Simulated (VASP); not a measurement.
# Co (P6_3/mmc) in VASP: a series of runs

The runs below take Co through relaxation of shape and atoms at fixed volume, with PBE.

All numbers are computed with VASP 6.6.1; they aren't measurements. Logs are shortened: lines on timing, memory, paths and dates and some standing lists are left out, and cuts for length are marked.

## (1) The cell of the first run

The structure is hexagonal, space group P6_3/mmc (No. 194). The conventional cell has a = 2.460 Å, b = 2.460 Å, c = 3.975 Å, α = 90.00°, β = 90.00°, γ = 120.00°. Within 3.2 Å of Co (site symmetry -6m2) lie 12 Co at 2.44 to 2.46 Å.

## (2) Relaxation of shape and atoms at fixed volume, PBE, collinear spin, ferromagnetic start (10.42 Å³/atom)

INCAR reads:

```
SYSTEM = Co
PREC = Accurate
ENCUT = 600
EDIFF = 1E-6
ISMEAR = 0
SIGMA = 0.05
LREAL = .FALSE.
LASPH = .TRUE.
NELM = 150
ALGO = Normal
ISIF = 4
LWAVE = .FALSE.
LCHARG = .FALSE.
ISPIN = 2
MAGMOM = 1.84 1.84
LORBIT = 11
LMAXMIX = 4
GGA = PE
IBRION = 2
NSW = 60
EDIFFG = -0.01
```

KPOINTS reads:

```
Automatic mesh
0
G
  20 20 12
  0 0 0
```

POSCAR reads:

```
Co
1.0
    2.4602021791      0.0000000000      0.0000000000
   -1.2301010896      2.1305975856      0.0000000000
    0.0000000000      0.0000000000      3.9750024209
Co
2
Direct
    0.3333333333      0.6666666667      0.2500000000
    0.6666666667      0.3333333333      0.7500000000
```

Potentials or basis: VASP PAW PBE potentials, release 64 (Co).

On the command line:

```
cat potpaw_PBE.64/Co/POTCAR > POTCAR
mpirun -np 1 vasp_std > vasp.out
```

OUTCAR:

```text
SYSTEM = Co
   PREC = Accurate
   ENCUT = 600
   EDIFF = 1E-6
   ISMEAR = 0
   LREAL = .FALSE.
   LASPH = .TRUE.
   NELM = 150
   ISIF = 4
   ISPIN = 2
   LORBIT = 11
   GGA = PE
   IBRION = 2
   NSW = 60
   EDIFFG = -0.01

 ion  position               nearest neighbor table
   1  0.333  0.667  0.250-   2 2.44   2 2.44   2 2.44   2 2.44   2 2.44   2 2.44
   2  0.667  0.333  0.750-   1 2.44   1 2.44   1 2.44   1 2.44   1 2.44   1 2.44

  LATTYP: Found a hexagonal cell.
 ALAT       =     2.4602021791
 C/A-ratio  =     1.6157218519

  Lattice vectors:

 A1 = (   2.4602021791,   0.0000000000,   0.0000000000)
 A2 = (  -1.2301010896,   2.1305975856,   0.0000000000)
 A3 = (   0.0000000000,   0.0000000000,   3.9750024209)

Analysis of symmetry for initial positions (statically):
=====================================================================
 Subroutine PRICEL returns:
 Original cell was already a primitive cell.

 Routine SETGRP: Setting up the symmetry group for a
 hexagonal supercell.

 Subroutine GETGRP returns: Found 24 space group operations
 (whereof 12 operations were pure point group operations)
 out of a pool of 24 trial point group operations.

The static configuration has the point symmetry D_3d.
 The point group associated with its full space group is D_6h.

Analysis of symmetry for dynamics (positions and initial velocities):
=====================================================================
 Subroutine PRICEL returns:
 Original cell was already a primitive cell.

 Routine SETGRP: Setting up the symmetry group for a
 hexagonal supercell.

 Subroutine GETGRP returns: Found 24 space group operations
 (whereof 12 operations were pure point group operations)
 out of a pool of 24 trial point group operations.

The dynamic configuration has the point symmetry D_3d.
 The point group associated with its full space group is D_6h.

Analysis of structural, dynamic, and magnetic symmetry:
=====================================================================
 Subroutine PRICEL returns:
 Original cell was already a primitive cell.

 Routine SETGRP: Setting up the symmetry group for a
 hexagonal supercell.

 Subroutine GETGRP returns: Found 24 space group operations
 (whereof 12 operations were pure point group operations)
 out of a pool of 24 trial point group operations.

The overall configuration has the point symmetry D_3d.
 The point group associated with its full space group is D_6h.

 Subroutine INISYM returns: Found 24 space group operations
 (whereof 12 operations are pure point group operations),
 and found     1 'primitive' translations

----------------------------------------------------------------------------------------

                                     Primitive cell

  volume of cell :      20.8358

  direct lattice vectors                    reciprocal lattice vectors
     2.460202179  0.000000000  0.000000000     0.406470659  0.234675944  0.000000000
    -1.230101090  2.130597586  0.000000000     0.000000000  0.469351888  0.000000000
     0.000000000  0.000000000  3.975002421     0.000000000  0.000000000  0.251572174

  length of vectors
     2.460202179  2.460202179  3.975002421     0.469351888  0.469351888  0.251572174

  position of ions in fractional coordinates (direct lattice)
     0.333333333  0.666666667  0.250000000
     0.666666667  0.333333333  0.750000000

  ion indices of the primitive-cell ions
   primitive index   ion index
                 1           1
                 2           2

----------------------------------------------------------------------------------------

 KPOINTS: Automatic mesh

Automatic generation of k-mesh.
 Grid dimensions read from file:
 generate k-points for:   20   20   12

 Generating k-lattice:

[... 112 lines left out ...]

------------------------ aborting loop because EDIFF is reached ----------------------------------------

  FORCE on cell =-STRESS in cart. coord.  units (eV):
  Direction    XX          YY          ZZ          XY          YZ          ZX
  --------------------------------------------------------------------------------------
  -------------------------------------------------------------------------------------
  Total        1.1489058      1.1489058      1.1062876     -0.0000000      0.0000000     -0.0000000
  in kB       88.3456955     88.3456956     85.0685413     -0.0000000      0.0000000     -0.0000000
  external PRESSURE =      87.2533108 kB  Pullay stress =       0.0000000 kB

 VOLUME and BASIS-vectors are now :
 -----------------------------------------------------------------------------
  energy-cutoff  :      600.00
  volume of cell :       20.84
      direct lattice vectors                 reciprocal lattice vectors
     2.460202179  0.000000000  0.000000000     0.406470659  0.234675944  0.000000000
    -1.230101090  2.130597586  0.000000000     0.000000000  0.469351888  0.000000000
     0.000000000  0.000000000  3.975002421     0.000000000  0.000000000  0.251572174

 POSITION                                       TOTAL-FORCE (eV/Angst)
 -----------------------------------------------------------------------------------
     -0.00000      1.42040      0.99375         0.000000     -0.000000      0.000000
      1.23010      0.71020      2.98125        -0.000000      0.000000      0.000000
 -----------------------------------------------------------------------------------
    total drift:                                0.000000     -0.000000     -0.000000

  FREE ENERGIE OF THE ION-ELECTRON SYSTEM (eV)
  ---------------------------------------------------
  free  energy   TOTEN  =       -14.0515300477 eV

  energy  without entropy=      -14.0494105963  energy(sigma->0) =      -14.05047032

--------------------------------------- Ionic step        2  -------------------------------------------

 number of electron      17.9999999 magnetization       3.1511406

 Free energy of the ion-electron system (eV)
  ---------------------------------------------------
  ext. energy  EPLUGINS =         0.00000000
  ---------------------------------------------------
  free energy    TOTEN  =       -14.05154418 eV

  energy without entropy =      -14.04944782  energy(sigma->0) =      -14.05049600

 E-fermi :  10.8270     XC(G=0): -13.6438

 val. band max:       10.8245305086   @ k =   0.3000   0.2500   0.4167
 cond. band min:      10.8274746882   @ k =   0.3500   0.3000   0.4167
 fundamental gap:      0.0029441796
 Fermi energy:        10.8270481638

 spin component 1

 k-point     1 :       0.0000    0.0000    0.0000
  band No.  band energies     occupation
      1       1.6953      1.00000
      2       5.5261      1.00000
      3       8.1911      1.00000
      4       8.2045      1.00000
      5       8.2045      1.00000
      6       8.5408      1.00000
      7       8.5408      1.00000
      8       8.9020      1.00000
      9       8.9020      1.00000
     10      10.0803      1.00000
     11      10.0803      1.00000
     12      10.7712      0.94304
     13      17.5999      0.00000
     14      33.1371      0.00000
[... 403 lines left out ...]
      4       7.3172      1.00000
      5       8.1200      1.00000
      6       8.2922      1.00000
      7       8.6104      1.00000
      8       9.2690      1.00000
      9       9.6448      1.00000
     10      10.0704      1.00000
     11      10.2389      1.00000
     12      16.9612      0.00000
     13      18.3647      0.00000
     14      22.0083      0.00000
     15      25.7458      0.00000

 [... further k-points ...]

 spin component 2

 k-point     1 :       0.0000    0.0000    0.0000
  band No.  band energies     occupation
      1       1.6961      1.00000
      2       6.4539      1.00000
      3       9.7947      1.00000
      4       9.8070      1.00000
      5       9.8070      1.00000
      6      10.1981      1.00000
      7      10.1981      1.00000
      8      10.6302      1.00000
      9      10.6302      1.00000
     10      10.7161      0.99915
     11      11.9267      0.00000
     12      11.9267      0.00000
     13      18.6028      0.00000
     14      32.8694      0.00000
[... 403 lines left out ...]
      4       8.5530      1.00000
      5       9.6947      1.00000
      6       9.7990      1.00000
      7      10.1651      1.00000
      8      10.9750      0.00001
      9      11.3947      0.00000
     10      11.7789      0.00000
     11      12.1104      0.00000
     12      17.6573      0.00000
     13      19.0364      0.00000
     14      22.5428      0.00000
     15      26.0842      0.00000

 [... further k-points ...]

------------------------ aborting loop because EDIFF is reached ----------------------------------------

  FORCE on cell =-STRESS in cart. coord.  units (eV):
  Direction    XX          YY          ZZ          XY          YZ          ZX
  --------------------------------------------------------------------------------------
  -------------------------------------------------------------------------------------
  Total        1.1330291      1.1330291      1.1317879     -0.0000000      0.0000000      0.0000000
  in kB       87.1248450     87.1248450     87.0294031     -0.0000000      0.0000000      0.0000000
  external PRESSURE =      87.0930311 kB  Pullay stress =       0.0000000 kB

 VOLUME and BASIS-vectors are now :
 -----------------------------------------------------------------------------
  energy-cutoff  :      600.00
  volume of cell :       20.84
      direct lattice vectors                 reciprocal lattice vectors
     2.461045505 -0.000000000 -0.000000000     0.406331373  0.234595528 -0.000000000
    -1.230522753  2.131327927  0.000000000     0.000000000  0.469191056 -0.000000000
    -0.000000000  0.000000000  3.972278661     0.000000000 -0.000000000  0.251744675

 POSITION                                       TOTAL-FORCE (eV/Angst)
 -----------------------------------------------------------------------------------
     -0.00000      1.42089      0.99307        -0.000000      0.000000      0.000000
      1.23052      0.71044      2.97921         0.000000     -0.000000      0.000000
 -----------------------------------------------------------------------------------
    total drift:                                0.000000     -0.000000     -0.000000

  FREE ENERGIE OF THE ION-ELECTRON SYSTEM (eV)
  ---------------------------------------------------
  free  energy   TOTEN  =       -14.0515441842 eV

  energy  without entropy=      -14.0494478228  energy(sigma->0) =      -14.05049600

 reached required accuracy - stopping structural energy minimisation

 total charge

# of ion       s       p       d       tot
------------------------------------------
    1        0.506   0.556   7.294   8.356
    2        0.506   0.556   7.294   8.356
--------------------------------------------------
tot          1.012   1.113  14.587  16.712

 magnetization (x)

# of ion       s       p       d       tot
------------------------------------------
    1       -0.016  -0.055   1.658   1.588
    2       -0.016  -0.055   1.658   1.588
--------------------------------------------------
tot         -0.031  -0.110   3.316   3.175
```

Wall time 6.3 min (1 thread of Oxide Virtual Turin-like, shared host); peak memory 0.24 GiB.

What came out:

| Item | Value |
| --- | --- |
| Free energy | -14.0515 eV |
| Energy gained by relaxing | 0.0 meV/atom |
| Ionic steps | 2 |
| Pressure after relaxing | 8.7 GPa |
| Net moment | 3.15 μB per cell |
| Site moments | Co +1.59 μB |
| Valence electrons inside the program's atomic spheres | Co 8.36 |

Final structure:
```
Co
1.0
     2.46105    0.00000    0.00000
    -1.23052    2.13133    0.00000
     0.00000    0.00000    3.97228
Co
2
Direct
  0.33333 0.66667 0.25000
  0.66667 0.33333 0.75000
```

Levels at points of the mesh, in eV from the Fermi level:
Spin up:
```
           k point  band 8  band 9  band 10  band 11  band 12  band 13  band 14  band 15
(0.00, 0.00, 0.00)   -1.93   -1.93    -0.75    -0.75    -0.06     6.77    22.31    25.27
(0.50, 0.00, 0.00)   -0.61   -0.50    -0.45     1.44     3.54    10.05    10.75    13.15
(0.00, 0.00, 0.50)   -2.70   -1.08    -1.08    -1.08    -1.08    15.57    15.57    23.07
(0.50, 0.00, 0.50)   -1.01   -0.51    -0.51     1.69     1.69     7.65     7.65    18.89
```
Spin down:
| k point | band 5 | band 6 | band 7 | band 8 | band 9 | band 10 |
| --- | --- | --- | --- | --- | --- | --- |
| (0.00, 0.00, 0.00) | -1.02 | -0.63 | -0.63 | -0.20 | -0.20 | -0.11 |
| (0.50, 0.00, 0.00) | -1.20 | -1.09 | -0.64 | 1.24 | 1.38 | 1.41 |
| (0.00, 0.00, 0.50) | -1.09 | -1.09 | -1.09 | -1.09 | 0.74 | 0.74 |
| (0.50, 0.00, 0.50) | -0.08 | -0.08 | 0.26 | 0.26 | 1.34 | 1.34 |

## (3) Relaxation of shape and atoms at fixed volume, PBE, collinear spin, ferromagnetic start (11.29 Å³/atom)

This run uses another cell than the first one, of 11.29 Å³/atom.

INCAR reads:

```
SYSTEM = Co
ALGO = Fast ; EDIFF = 1E-7
EDIFFG = -0.01 ; ENCUT = 600
GGA = PE ; IBRION = 2
ISIF = 4 ; ISMEAR = 0
ISPIN = 2 ; LASPH = .TRUE.
LCHARG = .FALSE. ; LMAXMIX = 4
LORBIT = 11 ; LREAL = .FALSE.
LWAVE = .FALSE. ; MAGMOM = 1.86 1.86
NELM = 150 ; NSW = 60
PREC = Accurate ; SIGMA = 0.05
```

KPOINTS reads:

```
k-points
0
G
  20 20 12
  0 0 0
```

POSCAR reads:

```
Co
1.0
    2.5265289461      0.0000000000      0.0000000000
   -1.2632644731      2.1880382507      0.0000000000
    0.0000000000      0.0000000000      4.0831237720
Co
2
Direct
    0.3333333333      0.6666666667      0.2500000000
    0.6666666667      0.3333333333      0.7500000000
```

Potentials or basis: VASP PAW PBE potentials, release 64 (Co).

On the command line:

```
cat potpaw_PBE.64/Co/POTCAR > POTCAR
mpirun -np 1 vasp_std > vasp.out
```

Run time: 6.2 min. Hardware: 1 thread of Oxide Virtual Turin-like, shared host; peak memory 0.26 GiB.

It converged, with:

```yaml
Free_energy: -14.0471 eV
Pressure_after_relaxing: -8.4 GPa
Net_moment: 3.24 μB per cell
Site_moments: Co +1.65 μB
Valence_electrons_inside_the_program's_atomic_spheres: Co 8.20
```

Stress tensor (GPa, compression positive):
```
-8.39  0.00  0.00
 0.00 -8.39  0.00
 0.00  0.00 -8.27
```

Final structure:
```
CELL_PARAMETERS angstrom
2.52653 0.00000 0.00000
-1.26326 2.18804 0.00000
0.00000 0.00000 4.08312
ATOMIC_POSITIONS crystal
Co 0.33333 0.66667 0.25000
Co 0.66667 0.33333 0.75000
```

Levels at points of the mesh, in eV from the Fermi level:
Spin up:
| k point | band 7 | band 8 | band 9 | band 10 | band 11 | band 12 | band 13 | band 14 | band 15 |
| --- | --- | --- | --- | --- | --- | --- | --- | --- | --- |
| (0.00, 0.00, 0.00) | -2.24 | -1.92 | -1.92 | -0.89 | -0.89 | -0.04 | 6.02 | 21.65 | 23.84 |
| (0.50, 0.00, 0.00) | -2.15 | -0.76 | -0.68 | -0.62 | 1.20 | 3.11 | 9.39 | 9.99 | 12.38 |
| (0.00, 0.00, 0.50) | -2.60 | -2.60 | -1.18 | -1.18 | -1.18 | -1.18 | 14.60 | 14.60 | 22.33 |
| (0.50, 0.00, 0.50) | -1.09 | -1.09 | -0.68 | -0.68 | 1.54 | 1.54 | 6.91 | 6.91 | 17.82 |
Spin down:
| k point | band 5 | band 6 | band 7 | band 8 | band 9 | band 10 |
| --- | --- | --- | --- | --- | --- | --- |
| (0.00, 0.00, 0.00) | -0.89 | -0.54 | -0.54 | -0.14 | -0.14 | -0.12 |
| (0.50, 0.00, 0.00) | -1.03 | -0.95 | -0.57 | 1.12 | 1.25 | 1.28 |
| (0.00, 0.00, 0.50) | -0.95 | -0.95 | -0.95 | -0.95 | 0.69 | 0.69 |
| (0.50, 0.00, 0.50) | -0.04 | -0.04 | 0.25 | 0.25 | 1.22 | 1.22 |

Caveat: the relaxation stopped at its first step, so nothing moved.
